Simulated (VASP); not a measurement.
The system is Cd.

```
Cd
1.0
     5.56865    0.00000    0.00000
     0.00000    5.56865    0.00000
     0.00000    0.00000    5.56865
Cd
8
Direct
  0.00000 0.00000 0.00000
  0.50000 0.50000 0.50000
  0.25000 0.00000 0.50000
  0.75000 0.00000 0.50000
  0.50000 0.25000 0.00000
  0.50000 0.75000 0.00000
  0.00000 0.50000 0.25000
  0.00000 0.50000 0.75000
```

| Quantity | Value |
| --- | --- |
| Program | VASP 6.6.1 |
| Task | relaxation of cell and atoms |
| Functional | PBE |
| Potentials or basis | VASP PAW PBE potentials, release 64 (Cd) |
| Cutoff | 600 eV |
| k mesh | 5 × 5 × 5 |
| Occupations | fermi-dirac, width 0.1 eV |
| Spin | no spin polarisation |

At the start: pressure 3.8 GPa; volume 21.59 Å³/atom.

Q: How do energy, volume and symmetry change on relaxing?

A: Over 3 steps the energy falls by 18.6 meV/atom and the volume is 23.33 Å³/atom (+8.1 %); space group Pm-3n (No. 223, to 0.1 Å) before and after.

Step by step:
```tsv
step	energy change (eV)	largest force (eV/Å)	pressure (GPa)	volume (Å³)
1	0.0000	0.0000	3.78	172.68
2	-0.1485	0.0000	0.18	185.71
3	-0.1490	0.0000	-0.01	186.61
```

Final structure:
```
Cd
1.0
     5.71453    0.00000    0.00000
     0.00000    5.71453    0.00000
     0.00000    0.00000    5.71453
Cd
8
Direct
  0.00000 0.00000 0.00000
  0.50000 0.50000 0.50000
  0.25000 0.00000 0.50000
  0.75000 0.00000 0.50000
  0.50000 0.25000 0.00000
  0.50000 0.75000 0.00000
  0.00000 0.50000 0.25000
  0.00000 0.50000 0.75000
```
